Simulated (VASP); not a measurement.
# SnO (P4/nmm) in VASP: further runs, part 2 of 3

VASP 6.6.1. The steps go on from the part before.

## 4. Single point, PBEsol

This run uses another cell than the first one, of 16.74 Å³/atom, 1.265 times its volume.

INCAR reads:

```
SYSTEM = SnO
ALGO = Normal
EDIFF = 1E-6
ENCUT = 520
GGA = PS
ISIF = 2
ISMEAR = 0
LASPH = .True.
LCHARG = .False.
LREAL = .False.
LWAVE = .False.
NBANDS = 28
NELM = 80
PREC = Accurate
SIGMA = 0.1
```

KPOINTS reads:

```
k-points
0
Gamma
  12 12 10
  0 0 0
```

POSCAR reads:

```
SnO
1.0
    3.7913665651      0.0000000000      0.0000000000
    0.0000000000      3.7913665651      0.0000000000
    0.0000000000      0.0000000000      4.6573185459
Sn O
2 2
Direct
    0.0000000000      0.5000000000      0.2475288530
    0.5000000000      0.0000000000      0.7524711470
    0.5000000000      0.5000000000      0.0000000000
    0.0000000000      0.0000000000      0.0000000000
```

Potentials or basis: VASP PAW PBE potentials, release 64 (Sn_d, O).

Launch:

```sh
$ cat potpaw_PBE.64/Sn_d/POTCAR potpaw_PBE.64/O/POTCAR > POTCAR
$ mpirun -np 1 vasp_std > vasp.out
```

OUTCAR:

```text
SYSTEM = SnO
   EDIFF = 1E-6
   ENCUT = 520
   GGA = PS
   ISIF = 2
   ISMEAR = 0
   LASPH = .True.
   LREAL = .False.
   NELM = 80
   PREC = Accurate

 ion  position               nearest neighbor table
   1  0.000  0.500  0.248-   3 2.22   4 2.22   4 2.22   3 2.22   2 3.54   2 3.54   2 3.54   2 3.54
                             2 3.57   2 3.57   2 3.57   2 3.57
   2  0.500  0.000  0.752-   3 2.22   4 2.22   3 2.22   4 2.22   1 3.54   1 3.54   1 3.54   1 3.54
                             1 3.57   1 3.57   1 3.57   1 3.57
   3  0.500  0.500  0.000-   1 2.22   2 2.22   2 2.22   1 2.22
   4  0.000  0.000  0.000-   1 2.22   2 2.22   1 2.22   2 2.22

  LATTYP: Found a simple tetragonal cell.
 ALAT       =     3.7913665651
 C/A-ratio  =     1.2284010174

  Lattice vectors:

 A1 = (   3.7913665651,   0.0000000000,   0.0000000000)
 A2 = (   0.0000000000,   3.7913665651,   0.0000000000)
 A3 = (   0.0000000000,   0.0000000000,   4.6573185459)

Analysis of symmetry for initial positions (statically):
[... 173 lines left out ...]
  ext. energy  EPLUGINS =         0.00000000
  ---------------------------------------------------
  free energy    TOTEN  =       -24.20834411 eV

  energy without entropy =      -24.20704364  energy(sigma->0) =      -24.20769387

 E-fermi :   7.5889     XC(G=0): -10.7524

 val. band max:        7.5767108605   @ k =   0.0833   0.0833   0.0000
 cond. band min:       7.6336806968   @ k =   0.4167   0.4167   0.0000
 fundamental gap:      0.0569698363
 Fermi energy:         7.5889307286

 k-point     1 :       0.0000    0.0000    0.0000
  band No.  band energies     occupation
      1     -14.4283      2.00000
      2     -13.9739      2.00000
      3     -13.9739      2.00000
      4     -13.9561      2.00000
      5     -13.9179      2.00000
      6     -13.9174      2.00000
[... 733 lines left out ...]
     27      15.1640      0.00000
     28      15.7084      0.00000

 [... further k-points ...]
[... 5 lines left out ...]
  --------------------------------------------------------------------------------------
  -------------------------------------------------------------------------------------
  Total        0.5152268      0.5152268      0.5181159      0.0000000     -0.0000000      0.0000000
  in kB       12.3305242     12.3305242     12.3996672      0.0000000     -0.0000000      0.0000000
  external PRESSURE =      12.3535718 kB  Pullay stress =       0.0000000 kB

 VOLUME and BASIS-vectors are now :
 -----------------------------------------------------------------------------
  energy-cutoff  :      520.00
  volume of cell :       66.95
      direct lattice vectors                 reciprocal lattice vectors
     3.791366565  0.000000000  0.000000000     0.263757139  0.000000000  0.000000000
     0.000000000  3.791366565  0.000000000     0.000000000  0.263757139  0.000000000
     0.000000000  0.000000000  4.657318546     0.000000000  0.000000000  0.214715826

 POSITION                                       TOTAL-FORCE (eV/Angst)
 -----------------------------------------------------------------------------------
      0.00000      1.89568      1.15282        -0.000000      0.000000      0.085228
      1.89568      0.00000      3.50450         0.000000      0.000000     -0.085228
      1.89568      1.89568      0.00000        -0.000000     -0.000000      0.000000
      0.00000      0.00000      0.00000        -0.000000      0.000000      0.000000
 -----------------------------------------------------------------------------------
    total drift:                                0.000000      0.000000     -0.000000

  FREE ENERGIE OF THE ION-ELECTRON SYSTEM (eV)
  ---------------------------------------------------
  free  energy   TOTEN  =       -24.2083441098 eV

  energy  without entropy=      -24.2070436373  energy(sigma->0) =      -24.20769387
```

OSZICAR:

```text
N       E                     dE             d eps       ncg     rms          rms(c)
DAV:   1     0.417806537201E+03    0.41781E+03   -0.19872E+04  9708   0.222E+03
DAV:   2     0.356907270566E+02   -0.38212E+03   -0.36681E+03  9656   0.547E+02
DAV:   3    -0.245037537649E+02   -0.60194E+02   -0.59040E+02 10708   0.181E+02
DAV:   4    -0.273293543893E+02   -0.28256E+01   -0.28126E+01 10892   0.416E+01
DAV:   5    -0.273949451844E+02   -0.65591E-01   -0.65581E-01 10244   0.688E+00    0.108E+01
DAV:   6    -0.242693116629E+02    0.31256E+01   -0.13895E+01 15260   0.429E+01    0.480E+00
DAV:   7    -0.242425517259E+02    0.26760E-01   -0.17279E+00 10976   0.799E+00    0.240E+00
DAV:   8    -0.242180084991E+02    0.24543E-01   -0.27336E-01 11476   0.341E+00    0.753E-01
DAV:   9    -0.242077417458E+02    0.10267E-01   -0.41241E-02 15252   0.224E+00    0.211E-01
DAV:  10    -0.242085867565E+02   -0.84501E-03   -0.59785E-03 13280   0.756E-01    0.117E-01
DAV:  11    -0.242083296656E+02    0.25709E-03   -0.13250E-03 14488   0.356E-01    0.187E-02
DAV:  12    -0.242083501958E+02   -0.20530E-04   -0.18617E-04  9692   0.780E-02    0.261E-02
DAV:  13    -0.242083443135E+02    0.58823E-05   -0.19934E-05 12116   0.308E-02    0.296E-03
DAV:  14    -0.242083441098E+02    0.20368E-06   -0.15690E-06  6948   0.120E-02
   1 F= -.24208344E+02 E0= -.24207694E+02  d E =-.130047E-02
```

stdout:

```text
POSCAR found type information on POSCAR SnO
 POSCAR found :  2 types and       4 ions
 scaLAPACK will be used
 -----------------------------------------------------------------------------
|                                                                             |
|                                                                             |
|     You enforced a specific xc type in the INCAR file but a different       |
|     I HOPE YOU KNOW WHAT YOU ARE DOING!                                     |
|                                                                             |
 -----------------------------------------------------------------------------

 LDA part: xc-table for (Slater+PW92), standard interpolation
 POSCAR, INCAR and KPOINTS ok, starting setup
 FFT: planning ... GRIDC
 FFT: planning ... GRID_SOFT
 FFT: planning ... GRID
 WAVECAR not read
 entering main loop
```

It took 1.8 min on 1 thread of Intel Xeon 6975P-C (Granite Rapids), shared host; peak memory 0.36 GiB.

Results:

* Free energy: -24.2083 eV
* Pressure: 1.2 GPa
* Largest force: 0.085 eV/Å
* Band gap on the k mesh: zero (band 20 reaches 7.58 eV, above the bottom of band 21 at 7.31 eV)

Forces in eV/Å, atoms in the order of the input:
```
Sn   0.000  0.000  0.085
Sn   0.000  0.000 -0.085
O    0.000  0.000  0.000
O    0.000  0.000  0.000
```

Caveat: the PAW data sets were made with another functional, which shifts forces and pressure a little; spin-orbit coupling is left out, which moves the levels of the heavy elements.

## 5. Single point, PBEsol

This run uses another cell than the first one, of 17.21 Å³/atom, 1.300 times its volume.

INCAR reads:

```
ALGO     = Normal         # electronic algorithm
EDIFF    = 1E-6           # SCF threshold, eV
ENCUT    = 520            # plane-wave cutoff, eV
GGA      = PS             # functional
ISIF     = 2              # what is computed and relaxed
ISMEAR   = 0              # smearing method
LASPH    = T              # aspherical terms in the spheres
LCHARG   = T              # write CHGCAR
LELF     = T              # ELF
LREAL    = F              # projectors in reciprocal space
LVHAR    = T            
LWAVE    = F              # write WAVECAR
NBANDS   = 28             # bands
NELM     = 100            # most SCF steps
PREC     = Accurate       # precision mode
SIGMA    = 0.1            # smearing width, eV
```

KPOINTS reads:

```
k-points
0
Gamma
  12 12 10
```

POSCAR reads:

```
SnO
1.0
    3.8052939684      0.0000000000      0.0000000000
    0.0000000000      3.8052939684      0.0000000000
    0.0000000000      0.0000000000      4.7534316147
Sn O
2 2
Direct
    0.0000000000      0.5000000000      0.2423994233
    0.5000000000      0.0000000000      0.7576005767
    0.5000000000      0.5000000000      0.0000000000
    0.0000000000      0.0000000000      0.0000000000
```

Potentials or basis: VASP PAW PBE potentials, release 64 (Sn_d, O).

Launch:

```sh
$ cat potpaw_PBE.64/Sn_d/POTCAR potpaw_PBE.64/O/POTCAR > POTCAR
$ mpirun -np 1 vasp_std > vasp.out
```

OUTCAR:

```text
EDIFF = 1E-6
   ENCUT = 520
   GGA = PS
   ISIF = 2
   ISMEAR = 0
   LASPH = T
   LREAL = F
   NELM = 100
   PREC = Accurate

 ion  position               nearest neighbor table
   1  0.000  0.500  0.242-   3 2.22   4 2.22   4 2.22   3 2.22   2 3.54   2 3.54   2 3.54   2 3.54
                             2 3.64   2 3.64   2 3.64   2 3.64
   2  0.500  0.000  0.758-   3 2.22   4 2.22   3 2.22   4 2.22   1 3.54   1 3.54   1 3.54   1 3.54
                             1 3.64   1 3.64   1 3.64   1 3.64
[... 943 lines left out ...]

 [... further k-points ...]
[... 5 lines left out ...]
  --------------------------------------------------------------------------------------
  -------------------------------------------------------------------------------------
  Total        0.1009261      0.1009261      0.0969918      0.0000000      0.0000000      0.0000000
  in kB        2.3492571      2.3492571      2.2576784      0.0000000      0.0000000      0.0000000
  external PRESSURE =       2.3187309 kB  Pullay stress =       0.0000000 kB

 VOLUME and BASIS-vectors are now :
 -----------------------------------------------------------------------------
  energy-cutoff  :      520.00
  volume of cell :       68.83
      direct lattice vectors                 reciprocal lattice vectors
     3.805293968  0.000000000  0.000000000     0.262791786  0.000000000  0.000000000
     0.000000000  3.805293968  0.000000000     0.000000000  0.262791786  0.000000000
     0.000000000  0.000000000  4.753431615     0.000000000  0.000000000  0.210374332

 POSITION                                       TOTAL-FORCE (eV/Angst)
 -----------------------------------------------------------------------------------
      0.00000      1.90265      1.15223         0.000000      0.000000      0.086755
      1.90265      0.00000      3.60120        -0.000000      0.000000     -0.086755
      1.90265      1.90265      0.00000         0.000000     -0.000000      0.000000
      0.00000      0.00000      0.00000         0.000000      0.000000      0.000000
 -----------------------------------------------------------------------------------
    total drift:                                0.000000      0.000000      0.000000

  FREE ENERGIE OF THE ION-ELECTRON SYSTEM (eV)
  ---------------------------------------------------
  free  energy   TOTEN  =       -24.2146422364 eV

  energy  without entropy=      -24.2139030244  energy(sigma->0) =      -24.21427263
```

OSZICAR:

```text
N       E                     dE             d eps       ncg     rms          rms(c)
DAV:   1     0.415063571045E+03    0.41506E+03   -0.19903E+04  9704   0.220E+03
DAV:   2     0.359181598977E+02   -0.37915E+03   -0.36393E+03  9672   0.540E+02
DAV:   3    -0.244385209966E+02   -0.60357E+02   -0.59043E+02 10680   0.180E+02
DAV:   4    -0.273669271953E+02   -0.29284E+01   -0.29130E+01 10852   0.420E+01
DAV:   5    -0.274362166638E+02   -0.69289E-01   -0.69280E-01 10356   0.700E+00    0.108E+01
DAV:   6    -0.242802195108E+02    0.31560E+01   -0.14292E+01 15268   0.431E+01    0.482E+00
DAV:   7    -0.242494750748E+02    0.30744E-01   -0.17714E+00 11016   0.803E+00    0.241E+00
DAV:   8    -0.242245279107E+02    0.24947E-01   -0.28369E-01 11412   0.346E+00    0.759E-01
DAV:   9    -0.242139905936E+02    0.10537E-01   -0.43161E-02 15136   0.224E+00    0.215E-01
DAV:  10    -0.242149104436E+02   -0.91985E-03   -0.62695E-03 13140   0.762E-01    0.122E-01
DAV:  11    -0.242146263238E+02    0.28412E-03   -0.14804E-03 14516   0.370E-01    0.200E-02
DAV:  12    -0.242146487164E+02   -0.22393E-04   -0.20069E-04  9676   0.812E-02    0.276E-02
DAV:  13    -0.242146425153E+02    0.62011E-05   -0.21701E-05 12068   0.320E-02    0.336E-03
DAV:  14    -0.242146422364E+02    0.27888E-06   -0.17658E-06  7216   0.123E-02
   1 F= -.24214642E+02 E0= -.24214273E+02  d E =-.739212E-03
```

stdout:

```text
POSCAR found type information on POSCAR SnO
 POSCAR found :  2 types and       4 ions
 scaLAPACK will be used
 -----------------------------------------------------------------------------
|                                                                             |
|                                                                             |
|     You enforced a specific xc type in the INCAR file but a different       |
|     I HOPE YOU KNOW WHAT YOU ARE DOING!                                     |
|                                                                             |
 -----------------------------------------------------------------------------

 LDA part: xc-table for (Slater+PW92), standard interpolation
 POSCAR, INCAR and KPOINTS ok, starting setup
 FFT: planning ... GRIDC
 FFT: planning ... GRID_SOFT
 FFT: planning ... GRID
 WAVECAR not read
 entering main loop
```

Wall time 1.8 min (1 thread of Intel Xeon 6975P-C (Granite Rapids), shared host); peak memory 0.36 GiB.

What came out:

```
Free energy            : -24.2146 eV
Pressure               : 0.2 GPa
Largest force          : 0.087 eV/Å
Band gap on the k mesh : zero (band 20 reaches 7.22 eV, above the bottom of band 21 at 7.12 eV)
```

Forces on the atoms (eV/Å):
```
Sn   0.000  0.000  0.087
Sn   0.000  0.000 -0.087
O    0.000  0.000  0.000
O    0.000  0.000  0.000
```

Caveat: the PAW data sets were made with another functional, which shifts forces and pressure a little; spin-orbit coupling is left out, which moves the levels of the heavy elements.

[end of part 2 of 3]
